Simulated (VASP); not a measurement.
Set up this calculation in VASP 6.6.1, as the native input.

| Property | Result |
| --- | --- |
| Task | single point |
| Functional | PBEsol |
| Potentials or basis | VASP PAW PBE potentials, release 64 (Lu, Cd) |
| Cutoff | 520 eV |
| k mesh | 10 × 10 × 10 |
| Occupations | fermi-dirac, width 0.08 eV |
| Spin | no spin polarisation |
| Dipole correction | no |
| Further INCAR settings | ALGO = Normal; EDIFF = 1e-07; NBANDS = 26 |

The structure of LuCd lies in POSCAR:

```
LuCd
1.0
    3.6089642733      0.0000000000      0.0000000000
    0.0000000000      3.6089642733      0.0000000000
    0.0000000000      0.0000000000      3.6089642733
Lu Cd
1 1
Direct
    0.5000000000      0.5000000000      0.5000000000
    0.0000000000      0.0000000000      0.0000000000
```

The input as run:

INCAR

```
SYSTEM = LuCd
PREC = Accurate
ENCUT = 520
EDIFF = 1E-7
ISMEAR = -1
SIGMA = 0.08
LREAL = .False.
LASPH = .True.
NELM = 100
ALGO = Normal
ISIF = 2
LWAVE = .False.
LCHARG = .True.
GGA = PS
LELF = .True.
LVHAR = .True.
NBANDS = 26
```

KPOINTS

```
regular mesh
0
Gamma
  10 10 10
  0 0 0
```

Potentials or basis: VASP PAW PBE potentials, release 64 (Lu, Cd).

The run is started by

```console
$ cat potpaw_PBE.64/Lu/POTCAR potpaw_PBE.64/Cd/POTCAR > POTCAR
$ mpirun -np 1 vasp_std > vasp.out
```

It gave:

- Pressure: 0.2 GPa

Caveat: the PAW data sets were made with another functional, which shifts forces and pressure a little.

Wall time 110 s on 1 thread of Oxide Virtual Turin-like Processor, with other jobs on the host, peak memory 0.19 GiB.
